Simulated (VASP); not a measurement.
ZrB2, 3 atoms in the cell. It takes space group P6/mmm (No. 191, hexagonal). Conventional cell: a = 3.170 Å, b = 3.170 Å, c = 3.533 Å, α = 90.00°, β = 90.00°, γ = 120.00°. Within 3.4 Å of Zr (site symmetry 6/mmm) lie 12 B at 2.54 Å and 6 Zr at 3.17 Å. B (site symmetry -6m2) has 3 B at 1.83 Å within 2.4 Å. 

* Program: VASP 6.6.1
* Task: single point
* Functional: PBE
* Potentials or basis: VASP PAW PBE potentials, release 64 (Zr_sv, B)
* Cutoff: 520 eV
* k mesh: 10 × 10 × 8
* Occupations: gaussian, width 0.015 eV
* Spin: no spin polarisation
* Dipole correction: no
* Further INCAR settings: ALGO = Normal; EDIFF = 1e-07; NBANDS = 16

Potentials or basis: VASP PAW PBE potentials, release 64 (Zr_sv, B).

Launch:

```console
$ cat potpaw_PBE.64/Zr_sv/POTCAR potpaw_PBE.64/B/POTCAR > POTCAR
$ mpirun -np 1 vasp_std > vasp.out
```

Hardware: 1 thread of Intel Xeon 8259CL, on a shared host.

Question: Estimate the wall time of this run.

Answer: Wall time 32 s on 1 thread of Intel Xeon 8259CL (shared host), peak memory 0.16 GiB. Counts: scf iterations 13, k points 70.
